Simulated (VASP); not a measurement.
# Cr (Im-3m) in VASP: a series of runs

The runs below take Cr through single point, with LDA.

Program: VASP 6.6.1. These are calculated values, not measurements. Logs are shortened: lines on timing, memory, paths and dates and some standing lists are left out, and cuts for length are marked.

## Step 1: The cell of the first run

Symmetry: Im-3m, No. 229, cubic system. Conventional cell: a = 2.788 Å, b = 2.788 Å, c = 2.788 Å, α = 90.00°, β = 90.00°, γ = 90.00°. Within 3.2 Å of Cr (site symmetry m-3m) lie 14 Cr at 2.41 to 2.79 Å.

## Step 2: Single point, LDA

INCAR

```
  PREC = Accurate
  ENCUT = 500
  EDIFF = 1E-6
  ISMEAR = 1
  SIGMA = 0.1
  LREAL = F
  LASPH = T
  NELM = 120
  ALGO = Normal
  ISIF = 2
  LWAVE = F
  LCHARG = F
  GGA = CA
  NBANDS = 12
  GGA_COMPAT = F
```

KPOINTS

```
regular mesh
0
Gamma
  16 16 16
```

POSCAR

```
Cr
1.0
   -1.3942485114      1.3942485114      1.3942485114
    1.3942485114     -1.3942485114      1.3942485114
    1.3942485114      1.3942485114     -1.3942485114
Cr
1
Direct
    0.0000000000      0.0000000000      0.0000000000
```

Potentials or basis: VASP PAW LDA potentials, release 64 (Cr_pv).

Command:

```console
$ cat potpaw_LDA.64/Cr_pv/POTCAR > POTCAR
$ mpirun -np 1 vasp_std > vasp.out
```

OUTCAR:

```text
PREC = Accurate
   ENCUT = 500
   EDIFF = 1E-6
   ISMEAR = 1
   LREAL = F
   LASPH = T
   NELM = 120
   ISIF = 2
   GGA = CA

 ion  position               nearest neighbor table
   1  0.000  0.000  0.000-

  LATTYP: Found a body centered cubic cell.
 ALAT       =     2.7884970228

  Lattice vectors:

 A1 = (  -1.3942485114,   1.3942485114,   1.3942485114)
 A2 = (   1.3942485114,  -1.3942485114,   1.3942485114)
 A3 = (   1.3942485114,   1.3942485114,  -1.3942485114)

Analysis of symmetry for initial positions (statically):
=====================================================================
 Subroutine PRICEL returns:
 Original cell was already a primitive cell.

 Routine SETGRP: Setting up the symmetry group for a
 body centered cubic supercell.

 Subroutine GETGRP returns: Found 48 space group operations
 (whereof 48 operations were pure point group operations)
 out of a pool of 48 trial point group operations.

The static configuration has the point symmetry O_h .

Analysis of symmetry for dynamics (positions and initial velocities):
=====================================================================
 Subroutine PRICEL returns:
 Original cell was already a primitive cell.

 Routine SETGRP: Setting up the symmetry group for a
 body centered cubic supercell.

 Subroutine GETGRP returns: Found 48 space group operations
 (whereof 48 operations were pure point group operations)
 out of a pool of 48 trial point group operations.

The dynamic configuration has the point symmetry O_h .

 Subroutine INISYM returns: Found 48 space group operations
 (whereof 48 operations are pure point group operations),
 and found     1 'primitive' translations

----------------------------------------------------------------------------------------

                                     Primitive cell

  volume of cell :      10.8413

  direct lattice vectors                    reciprocal lattice vectors
    -1.394248511  1.394248511  1.394248511     0.000000000  0.358616126  0.358616126
     1.394248511 -1.394248511  1.394248511     0.358616126  0.000000000  0.358616126
     1.394248511  1.394248511 -1.394248511     0.358616126  0.358616126  0.000000000

  length of vectors
     2.414909260  2.414909260  2.414909260     0.507159789  0.507159789  0.507159789

  position of ions in fractional coordinates (direct lattice)
     0.000000000  0.000000000  0.000000000

  ion indices of the primitive-cell ions
   primitive index   ion index
                 1           1

----------------------------------------------------------------------------------------

 KPOINTS: regular mesh

Automatic generation of k-mesh.
 Grid dimensions read from file:
 generate k-points for:   16   16   16

 Generating k-lattice:

  Cartesian coordinates                     Fractional coordinates (reciprocal lattice)
     0.000000000  0.022413508  0.022413508     0.062500000  0.000000000  0.000000000
     0.022413508  0.000000000  0.022413508     0.000000000  0.062500000  0.000000000
     0.022413508  0.022413508  0.000000000     0.000000000  0.000000000  0.062500000

  Length of vectors
     0.031697487  0.031697487  0.031697487

  Shift w.r.t. Gamma in fractional coordinates (k-lattice)
     0.000000000  0.000000000  0.000000000

 Subroutine IBZKPT returns following result:
 ===========================================

 Found    145 irreducible k-points:

 Following reciprocal coordinates:
            Coordinates               Weight
  0.000000  0.000000  0.000000      1.000000
  0.062500  0.000000  0.000000     12.000000
  0.125000  0.000000  0.000000     12.000000
  0.187500  0.000000  0.000000     12.000000
  0.250000  0.000000  0.000000     12.000000
  0.312500  0.000000  0.000000     12.000000
[... 16 lines left out ...]
  0.187500  0.187500  0.000000     24.000000
  0.250000  0.187500  0.000000     48.000000
 [... further k-points ...]
   k-points           NKPTS =    145   k-points in BZ     NKDIM =    145   number of bands    NBANDS=     12
   number of dos      NEDOS =    301   number of ions     NIONS =      1
   total plane-waves  NPLWV =   5832
   dimension x,y,z NGX =    18 NGY =   18 NGZ =   18
   dimension x,y,z NGXF=    36 NGYF=   36 NGZF=   36
   ions per type =               1
   NGX,Y,Z   is equivalent  to a cutoff of  12.39, 12.39, 12.39 a.u.
   NGXF,Y,Z  is equivalent  to a cutoff of  24.78, 24.78, 24.78 a.u.
 SYSTEM =  unknown system
   PREC   = accura    normal or accurate (medium, high low for compatibility)
   ISTART =      0    job   : 0-new  1-cont  2-samecut
   ICHARG =      2    charge: 1-file 2-atom 10-const
   ISPIN  =      1    spin polarized calculation?
   LNONCOLLINEAR =      F non collinear calculations
   LSORBIT =      F    spin-orbit coupling
   LASPH  =      T    aspherical Exc in radial PAW
   ENCUT  =  500.0 eV  36.75 Ry    6.06 a.u.   4.40  4.40  4.40*2*pi/ulx,y,z
   NELM   =    120;   NELMIN=  2; NELMDL= -5     # of ELM steps
   EDIFF  = 0.1E-05   stopping-criterion for ELM
   LREAL  =      F    real-space projection
   EDIFFG = 0.1E-04   stopping-criterion for IOM
   NSW    =      0    number of steps for IOM
   IBRION =     -1    ionic relax: 0-MD 1-quasi-New 2-CG
   NFREE  =      0    steps in history (QN), initial steepest desc. (CG)
   ISIF   =      2    stress and relaxation
   ISYM   =      2    0-nonsym 1-usesym 2-fastsym
   POTIM  = 0.5000    time-step for ionic-motion
   TEBEG  =    0.0;   TEEND  =   0.0 temperature during run
   PSTRESS=    0.0 pullay stress
   NELECT =      12.0000    total number of electrons
   NUPDOWN=      -1.0000    fix difference up-down
   EMIN   =  10.00;   EMAX   =-10.00  energy-range for DOS
   EFERMI =   0.00;   METHOD = LEGACY
   ISMEAR =     1;   SIGMA  =   0.10  broadening in eV -4-tet -1-fermi 0-gaus
   EFERMI_NEDOS =   21; number of points for ismear=-14 and -15
   IALGO  =     38    algorithm
   IMIX   =      4    mixing-type and parameters
     AMIX     =   0.40;   BMIX     =  1.00
     AMIX_MAG =   1.60;   BMIX_MAG =  1.00
  volume/ion in A,a.u.               =      10.84        73.16
  Fermi-wavevector in a.u.,A,eV,Ry     =   1.693460  3.200176 39.018901  2.867808
  Thomas-Fermi vector in A             =   2.774862
   LORBIT       =      0    0 simple, 1 ext, 2 COOP (PROOUT), +10 PAW based schemes
   GGA     = CA    functional components
   LHFCALC =     F    Hartree Fock is set to
   AEXX    =    0.0000 exact exchange contribution
   IVDW    =     0    specifies the selected vdW correction
   LEPSILON=     F    determine dielectric tensor
   LRPA    =     F    only Hartree local field effects (RPA)
 non-spin polarized calculation
 Methfessel and Paxton  Order N= 1 SIGMA  =   0.10
  energy-cutoff  :      500.00
  volume of cell :       10.84
 maximum number of plane-waves:       285
 NGX is ok and might be reduce to    18
   NGX =  9   NGY =  9   NGZ =  9

 number of electron      12.0000011 magnetization

 Free energy of the ion-electron system (eV)
  ---------------------------------------------------
  ext. energy  EPLUGINS =         0.00000000
  ---------------------------------------------------
  free energy    TOTEN  =       -10.62981244 eV

  energy without entropy =      -10.62907878  energy(sigma->0) =      -10.62956789

 E-fermi :  11.6876     XC(G=0): -14.3776

 val. band max:       11.6874133108   @ k =  -0.1875   0.1875   0.1250
 cond. band min:      11.6904011407   @ k =  -0.3125   0.3125   0.1875
 fundamental gap:      0.0029878299
 Fermi energy:        11.6876054729

 k-point     1 :       0.0000    0.0000    0.0000
  band No.  band energies     occupation
      1     -30.5147      2.00000
      2     -30.5147      2.00000
      3     -30.5147      2.00000
      4       3.7268      2.00000
      5      10.7232      2.00000
      6      10.7232      2.00000
      7      10.7232      2.00000
      8      12.9015     -0.00000
      9      12.9015     -0.00000
     10      17.1147      0.00000
     11      34.5536      0.00000
     12      34.5536      0.00000

 k-point     2 :       0.0625    0.0000    0.0000
  band No.  band energies     occupation
      1     -30.5613      2.00000
      2     -30.5288      2.00000
      3     -30.5153      2.00000
      4       3.9090      2.00000
      5      10.6497      2.00000
      6      10.7111      2.00000
      7      10.8510      2.00000
      8      12.8187     -0.00000
      9      12.9066     -0.00000
     10      17.1145      0.00000
     11      34.2096      0.00000
     12      34.5215      0.00000

 k-point     3 :       0.1250    0.0000    0.0000
  band No.  band energies     occupation
      1     -30.6919      2.00000
      2     -30.5684      2.00000
      3     -30.5164      2.00000
      4       4.4332      2.00000
      5      10.4454      2.00000
      6      10.6497      2.00000
      7      11.2240      2.00000
      8      12.6411     -0.00000
      9      12.9248     -0.00000
     10      17.1143      0.00000
     11      33.1909      0.00000
     12      34.2621      0.00000
[... 286 lines left out ...]
 k-point    23 :       0.1875    0.1875    0.0000
  band No.  band energies     occupation
      1     -31.2990      2.00000
      2     -30.7841      2.00000
      3     -30.5971      2.00000
      4       7.3093      2.00000
      5       9.5336      2.00000
      6       9.8714      2.00000
      7      12.4036     -0.00000
      8      13.3019     -0.00000
      9      14.1338      0.00000
     10      17.1142      0.00000
     11      28.2837      0.00000
     12      29.1254      0.00000

 k-point    24 :       0.2500    0.1875    0.0000
  band No.  band energies     occupation
      1     -31.4145      2.00000
      2     -30.8786      2.00000
      3     -30.6120      2.00000
      4       7.8049      2.00000
      5       9.2975      2.00000
      6      10.0149      2.00000
      7      12.5533     -0.00000
      8      13.4045     -0.00000
      9      15.2747      0.00000
     10      17.1141      0.00000
     11      26.2891      0.00000
     12      27.9202      0.00000

 [... further k-points ...]
[... 5 lines left out ...]
  --------------------------------------------------------------------------------------
  -------------------------------------------------------------------------------------
  Total       -0.0058027     -0.0058027     -0.0058027     -0.0000000      0.0000000      0.0000000
  in kB       -0.8575442     -0.8575442     -0.8575442     -0.0000000      0.0000000      0.0000000
  external PRESSURE =      -0.8575442 kB  Pullay stress =       0.0000000 kB

 VOLUME and BASIS-vectors are now :
 -----------------------------------------------------------------------------
  energy-cutoff  :      500.00
  volume of cell :       10.84
      direct lattice vectors                 reciprocal lattice vectors
    -1.394248511  1.394248511  1.394248511     0.000000000  0.358616126  0.358616126
     1.394248511 -1.394248511  1.394248511     0.358616126  0.000000000  0.358616126
     1.394248511  1.394248511 -1.394248511     0.358616126  0.358616126  0.000000000

 POSITION                                       TOTAL-FORCE (eV/Angst)
 -----------------------------------------------------------------------------------
      0.00000      0.00000      0.00000        -0.000000     -0.000000      0.000000
 -----------------------------------------------------------------------------------
    total drift:                                0.000000     -0.000000      0.000000

  FREE ENERGIE OF THE ION-ELECTRON SYSTEM (eV)
  ---------------------------------------------------
  free  energy   TOTEN  =       -10.6298124396 eV

  energy  without entropy=      -10.6290787826  energy(sigma->0) =      -10.62956789
```

Wall time 30 s (1 thread of AMD EPYC 7R13, shared host); peak memory 0.09 GiB.

Results:

| Item | Value |
| --- | --- |
| Free energy | -10.6298 eV |
| Pressure | -0.1 GPa |
| Band gap on the k mesh | zero (bands 6 and 7 overlap by 3.70 eV) |

Caveat: an empty level that is flat over the whole mesh can mark a ghost state of the potentials, or a narrow d or f band; the run has no spin polarisation, though such a crystal can be magnetic. Spin polarisation is off, so any magnetic state and its effect on volume and gap are missing.

## Step 3: Single point, LDA

INCAR

```
  ALGO = Normal
  EDIFF = 1E-6
  ENCUT = 500
  GGA = CA
  GGA_COMPAT = F
  ISIF = 2
  ISMEAR = 1
  LASPH = T
  LCHARG = F
  LREAL = F
  LWAVE = F
  NBANDS = 12
  NELM = 120
  PREC = Accurate
  SIGMA = 0.6
```

KPOINTS

```
k-points
0
Gamma
  16 16 16
```

POSCAR is that of step 2.

Potentials or basis: VASP PAW LDA potentials, release 64 (Cr_pv).

Command:

```console
$ cat potpaw_LDA.64/Cr_pv/POTCAR > POTCAR
$ mpirun -np 1 vasp_std > vasp.out
```

OUTCAR:

```text
EDIFF = 1E-6
   ENCUT = 500
   GGA = CA
   ISIF = 2
   ISMEAR = 1
   LASPH = T
   LREAL = F
   NELM = 120
   PREC = Accurate

 ion  position               nearest neighbor table
   1  0.000  0.000  0.000-

  LATTYP: Found a body centered cubic cell.
 ALAT       =     2.7884970228

  Lattice vectors:

 A1 = (  -1.3942485114,   1.3942485114,   1.3942485114)
 A2 = (   1.3942485114,  -1.3942485114,   1.3942485114)
 A3 = (   1.3942485114,   1.3942485114,  -1.3942485114)

Analysis of symmetry for initial positions (statically):
=====================================================================
 Subroutine PRICEL returns:
 Original cell was already a primitive cell.

 Routine SETGRP: Setting up the symmetry group for a
 body centered cubic supercell.

 Subroutine GETGRP returns: Found 48 space group operations
 (whereof 48 operations were pure point group operations)
 out of a pool of 48 trial point group operations.

The static configuration has the point symmetry O_h .

Analysis of symmetry for dynamics (positions and initial velocities):
=====================================================================
 Subroutine PRICEL returns:
 Original cell was already a primitive cell.

 Routine SETGRP: Setting up the symmetry group for a
 body centered cubic supercell.

 Subroutine GETGRP returns: Found 48 space group operations
 (whereof 48 operations were pure point group operations)
 out of a pool of 48 trial point group operations.

The dynamic configuration has the point symmetry O_h .

 Subroutine INISYM returns: Found 48 space group operations
 (whereof 48 operations are pure point group operations),
 and found     1 'primitive' translations

----------------------------------------------------------------------------------------

                                     Primitive cell

  volume of cell :      10.8413

[... 107 lines left out ...]
  volume/ion in A,a.u.               =      10.84        73.16
  Fermi-wavevector in a.u.,A,eV,Ry     =   1.693460  3.200176 39.018901  2.867808
  Thomas-Fermi vector in A             =   2.774862
   LORBIT       =      0    0 simple, 1 ext, 2 COOP (PROOUT), +10 PAW based schemes
   GGA     = CA    functional components
   LHFCALC =     F    Hartree Fock is set to
   AEXX    =    0.0000 exact exchange contribution
   IVDW    =     0    specifies the selected vdW correction
   LEPSILON=     F    determine dielectric tensor
   LRPA    =     F    only Hartree local field effects (RPA)
 non-spin polarized calculation
 Methfessel and Paxton  Order N= 1 SIGMA  =   0.60
  energy-cutoff  :      500.00
  volume of cell :       10.84
 maximum number of plane-waves:       285
 NGX is ok and might be reduce to    18
   NGX =  9   NGY =  9   NGZ =  9

 number of electron      12.0000011 magnetization

 Free energy of the ion-electron system (eV)
  ---------------------------------------------------
  ext. energy  EPLUGINS =         0.00000000
  ---------------------------------------------------
  free energy    TOTEN  =       -10.62121283 eV

  energy without entropy =      -10.65084869  energy(sigma->0) =      -10.63109145

 E-fermi :  11.7383     XC(G=0): -14.3779

 val. band max:       11.6896156645   @ k =  -0.2500   0.2500   0.1250
 cond. band min:      11.7446201671   @ k =   0.3750   0.0625   0.0625
 fundamental gap:      0.0550045026
 Fermi energy:        11.7382822077

 k-point     1 :       0.0000    0.0000    0.0000
  band No.  band energies     occupation
      1     -30.5203      2.00000
      2     -30.5203      2.00000
      3     -30.5203      2.00000
      4       3.7266      2.00000
      5      10.7195      2.03728
      6      10.7195      2.03728
      7      10.7195      2.03728
      8      12.8966     -0.01989
      9      12.8966     -0.01989
     10      17.1080     -0.00000
     11      34.5540      0.00000
     12      34.5540      0.00000
[... 331 lines left out ...]
 k-point    24 :       0.2500    0.1875    0.0000
  band No.  band energies     occupation
      1     -31.4198      2.00000
      2     -30.8841      2.00000
      3     -30.6176      2.00000
      4       7.8033      2.00000
      5       9.2945      2.00000
      6      10.0123      2.00037
      7      12.5487     -0.06682
      8      13.3995     -0.00064
      9      15.2707     -0.00000
     10      17.1074     -0.00000
     11      26.2869      0.00000
     12      27.9188      0.00000

 [... further k-points ...]
[... 5 lines left out ...]
  --------------------------------------------------------------------------------------
  -------------------------------------------------------------------------------------
  Total       -0.0375283     -0.0375283     -0.0375283      0.0000000      0.0000000      0.0000000
  in kB       -5.5461136     -5.5461136     -5.5461136      0.0000000      0.0000000      0.0000000
  external PRESSURE =      -5.5461136 kB  Pullay stress =       0.0000000 kB

 VOLUME and BASIS-vectors are now :
 -----------------------------------------------------------------------------
  energy-cutoff  :      500.00
  volume of cell :       10.84
      direct lattice vectors                 reciprocal lattice vectors
    -1.394248511  1.394248511  1.394248511     0.000000000  0.358616126  0.358616126
     1.394248511 -1.394248511  1.394248511     0.358616126  0.000000000  0.358616126
     1.394248511  1.394248511 -1.394248511     0.358616126  0.358616126  0.000000000

 POSITION                                       TOTAL-FORCE (eV/Angst)
 -----------------------------------------------------------------------------------
      0.00000      0.00000      0.00000         0.000000     -0.000000     -0.000000
 -----------------------------------------------------------------------------------
    total drift:                                0.000000     -0.000000      0.000000

  FREE ENERGIE OF THE ION-ELECTRON SYSTEM (eV)
  ---------------------------------------------------
  free  energy   TOTEN  =       -10.6212128254 eV

  energy  without entropy=      -10.6508486900  energy(sigma->0) =      -10.63109145
```

stdout:

```text
POSCAR found type information on POSCAR Cr
 POSCAR found :  1 types and       1 ions
 scaLAPACK will be used
 LDA part: xc-table for (Slater(with rela. corr.)+CA(PZ))
 , standard interpolation
 POSCAR, INCAR and KPOINTS ok, starting setup
 FFT: planning ... GRIDC
 FFT: planning ... GRID_SOFT
 FFT: planning ... GRID
 WAVECAR not read
 entering main loop
```

Wall time 30 s (1 thread of AMD EPYC 7R13, shared host); peak memory 0.09 GiB.

What came out:

| Quantity | Value |
| --- | --- |
| Free energy | -10.6212 eV |
| Pressure | -0.6 GPa |
| Band gap on the k mesh | zero (bands 6 and 7 overlap by 3.70 eV) |

Caveat: so wide a smearing shifts energies and pressures; an empty level that is flat over the whole mesh can mark a ghost state of the potentials, or a narrow d or f band; the run has no spin polarisation, though such a crystal can be magnetic. Spin polarisation is off, so any magnetic state and its effect on volume and gap are missing.

[end of part 1 of 2]
